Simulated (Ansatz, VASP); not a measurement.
SnSe in VASP and in Ansatz

File INCAR:

```
SYSTEM = SnSe
  ALGO = Normal
  EDIFF = 1E-7
  ENCUT = 520
  GGA = CA
  ISIF = 2
  ISMEAR = 0
  LASPH = .True.
  LCHARG = .False.
  LREAL = .False.
  LWAVE = .False.
  NBANDS = 50
  NELM = 100
  PREC = Accurate
  SIGMA = 0.05
```

Contents of KPOINTS:

```
k-points
0
Gamma
  6 6 2
  0 0 0
```

Contents of POSCAR:

```
SnSe
1.0
    4.1898989384      0.0000000000      0.0000000000
    0.0000000000      4.1898989384      0.0000000000
    0.0000000000      0.0000000000     21.9592458066
Sn Se
4 4
Direct
    0.5000000000      0.0000000000      0.1890816672
    0.5000000000      0.0000000000      0.6890816672
    0.0000000000      0.5000000000      0.3109183328
    0.0000000000      0.5000000000      0.8109183328
    0.5000000000      0.0000000000      0.3108891074
    0.5000000000      0.0000000000      0.8108891074
    0.0000000000      0.5000000000      0.1891108926
    0.0000000000      0.5000000000      0.6891108926
```

Input for Ansatz:

```yaml
crystal:
  lattice:
    - [4.1898989384, 0.0, 0.0]
    - [0.0, 4.1898989384, 0.0]
    - [0.0, 0.0, 21.9592458066]
  atoms:
    - { symbol: Sn, position: [0.5, 0.0, 0.1890816672] }
    - { symbol: Sn, position: [0.5, 0.0, 0.6890816672] }
    - { symbol: Sn, position: [0.0, 0.5, 0.3109183328] }
    - { symbol: Sn, position: [0.0, 0.5, 0.8109183328] }
    - { symbol: Se, position: [0.5, 0.0, 0.3108891074] }
    - { symbol: Se, position: [0.5, 0.0, 0.8108891074] }
    - { symbol: Se, position: [0.0, 0.5, 0.1891108926] }
    - { symbol: Se, position: [0.0, 0.5, 0.6891108926] }
basis:
  ecutwfc: 420
kpoints:
  mp_grid: { grid: [6, 6, 2] }
hamiltonian:
  xc: lda
scf:
  occupations: { method: gaussian, width: 0.05 }
output:
  forces: true
  stress: true
  eigenvalues: true
  write_density: true
  write_potential: true
  elf: true
  volumetric_format: npy
```

Alike in both runs: task single point; functional LDA; k mesh 6 × 6 × 2; occupations gaussian, width 0.05 eV; no spin polarisation.

```csv
,VASP,Ansatz
version,VASP 6.6.1,Ansatz 0.2.0
potentials or method,"VASP PAW LDA potentials, release 64 (Sn_d, Se), cutoff 520 eV","scalar-relativistic, plane waves, PAW"
valence electrons in the cell,80,120
```

|  | VASP | Ansatz | Ansatz less VASP |
| --- | --- | --- | --- |
| gap on the k mesh at the Fermi level (eV) | 1.45 | 1.46 | +0.017 |
| least direct gap on the mesh (eV) | 1.50 | 1.52 | +0.016 |
| rms of the force components (eV/Å) | 0.014 | 0.001 | -0.0136 |

LDA's correlation is that of Perdew and Zunger in VASP and of Perdew and Wang (1992) in Ansatz. Atom by atom the forces differ by 0.014 eV/Å (rms over components). VASP's potentials hold 80 valence electrons a cell and Ansatz's 120, so a difference there can come from the potentials and not from the codes. Ansatz's warnings: xc potential rough in thin density.
